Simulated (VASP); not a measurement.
# MoS2: single point with LDA

Crystal: MoS2.

```xyz
6
Lattice="3.1398 0.0000 0.0000 -1.5699 2.7191 0.0000 0.0000 0.0000 12.2125" Properties=species:S:1:pos:R:3 pbc="T T T"
Mo    0.0000    1.8128    3.0531
Mo    1.5699    0.9064    9.1594
S     0.0000    1.8128    7.6633
S     1.5699    0.9064    1.5571
S     0.0000    1.8128   10.6554
S     1.5699    0.9064    4.5491
```

| Quantity | Value |
| --- | --- |
| Program | VASP 6.6.1 |
| Task | single point |
| Functional | LDA |
| Potentials or basis | VASP PAW LDA potentials, release 64 (Mo_sv, S) |
| Cutoff | 520 eV |
| k mesh | 10 × 10 × 3 |
| Occupations | fermi-dirac, width 0.03 eV |
| Spin | no spin polarisation |
| Dipole correction | no |
| Further INCAR settings | ALGO = Normal; EDIFF = 1e-06; NBANDS = 35 |

The pressure is 4.6 GPa, the largest force is 1.143 eV/Å and the band gap on the k mesh is 0.84 eV (least direct gap 1.92 eV).

Forces in eV/Å, atoms in the order of the input:
```
Mo   0.000  0.000  0.000
Mo   0.000  0.000  0.000
S    0.000  0.000 -1.143
S    0.000  0.000 -1.143
S    0.000  0.000  1.143
S    0.000  0.000  1.143
```

Stress tensor (GPa, compression positive):
```
2.15 0.00 0.00
0.00 2.15 0.00
0.00 0.00 9.46
```

Levels at points of the mesh, in eV from the valence-band top:
```tsv
k point	band 24	band 25	band 26	band 27	band 28	band 29
(0.00, 0.00, 0.00)	-1.32	-1.26	0.00	1.99	1.99	2.00
(0.50, 0.00, 0.00)	-1.90	-1.65	-1.51	1.39	1.44	1.89
```

Wall time 2.3 min on 1 thread of Intel Xeon 8259CL, with other jobs on the host, peak memory 0.23 GiB.

Caveat: the cell stands under pressure; an odd mesh through Γ misses points on the zone boundary, where band edges can lie; forces of over 1 eV/Å act on the atoms, so gaps and moduli don't describe the material at rest.
